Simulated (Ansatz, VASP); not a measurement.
# One calculation of ScGa5S, two programs

```xyz
7
Lattice="4.7850 0.0000 0.0000 -2.3925 4.1440 0.0000 0.0000 0.0000 8.0767" Properties=species:S:1:pos:R:3 pbc="T T T"
Sc    0.0000    2.7626    0.0000
Ga    0.0000    2.7626    2.7634
Ga    0.0000    2.7626    5.3133
Ga    2.3925    1.3813    4.0384
Ga    2.3925    1.3813    0.0000
Ga    0.0000    0.0000    0.0000
S     0.0000    0.0000    4.0384
```

Alike in both runs: functional PBE; k mesh 4 × 4 × 3; occupations gaussian, width 0.2 eV; no spin polarisation.

Ansatz relaxed the structure, and its values are those at the end. VASP's run is a single point on that final structure, the one shown.

|  | VASP | Ansatz |
| --- | --- | --- |
| version | VASP 6.6.1 | Ansatz 0.2.0 |
| potentials or method | VASP PAW PBE potentials, release 64 (Sc_sv, Ga_d, S), cutoff 520 eV | scalar-relativistic, plane waves, PAW |
| valence electrons in the cell | 82 | 82 |

```csv
,VASP,Ansatz,Ansatz less VASP
gap on the k mesh at the Fermi level (eV),none,none,-
pressure (GPa),0.3,0.2,-0.09
rms of the force components (eV/Å),0.006,0.004,-0.0026
```

A gap of «none» marks a metal or a gap that the smearing closes.

The k mesh is coarse, so the values compare programs but aren't converged.
